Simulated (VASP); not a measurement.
Wanted: the native input for a VASP 6.6.1 run.

```yaml
Task: single point
Functional: revPBE
Dispersion: D4
Potentials_or_basis: VASP PAW PBE potentials, release 64 (Al, O)
Cutoff: 600 eV
k_mesh: 11 × 11 × 3
Occupations: fermi-dirac, width 0.05 eV
Spin: no spin polarisation
Dipole_correction: no
Further_INCAR_settings: ALGO = Normal; EDIFF = 1e-06; NBANDS = 20
```

The structure of Al2O3 lies in POSCAR:

```
Al2O3
1.0
    2.8611203574      0.0000000000      0.0000000000
   -1.4305601787      2.4778029128      0.0000000000
    0.0000000000      0.0000000000      7.1566814145
Al O
2 3
Direct
    0.0000000000      0.0000000000      0.8060054561
    0.0000000000      0.0000000000      0.1939945439
    0.3333333333      0.6666666667      0.7103216739
    0.6666666667      0.3333333333      0.0000000000
    0.3333333333      0.6666666667      0.2896783261
```

One way to write it, as run:

INCAR

```
SYSTEM = Al2O3
ALGO     = Normal         ! electronic algorithm
EDIFF    = 1E-6           ! SCF threshold, eV
ENCUT    = 600            ! plane-wave cutoff, eV
GGA      = RE             ! functional
GGA_COMPAT= .False.      
ISIF     = 2              ! what is computed and relaxed
ISMEAR   = -1             ! smearing method
IVDW     = 13             ! dispersion correction
LASPH    = .True.         ! aspherical terms in the spheres
LCHARG   = .False.        ! write CHGCAR
LREAL    = .False.        ! projectors in reciprocal space
LWAVE    = .False.        ! write WAVECAR
NBANDS   = 20             ! bands
NELM     = 120            ! most SCF steps
PREC     = Accurate       ! precision mode
SIGMA    = 0.05           ! smearing width, eV
```

KPOINTS

```
k-points
0
Gamma
  11 11 3
  0 0 0
```

Potentials or basis: VASP PAW PBE potentials, release 64 (Al, O).

The run is started by

```console
$ cat potpaw_PBE.64/Al/POTCAR potpaw_PBE.64/O/POTCAR > POTCAR
$ mpirun -np 1 vasp_std > vasp.out
```

It gave:

| Quantity | Value |
| --- | --- |
| Pressure | -0.6 GPa |
| Largest force | 0.059 eV/Å |
| Band gap on the k mesh | 4.61 eV (least direct gap 4.71 eV) |
| Dispersion energy per atom | -0.455 eV |

Caveat: the PAW data sets were made with another functional, which shifts forces and pressure a little; an odd mesh through Γ misses points on the zone boundary, where band edges can lie.

Run time: 15 s on 1 thread of Intel(R) Xeon(R) 6975P-C (Granite Rapids) (shared host), peak memory 0.18 GiB.
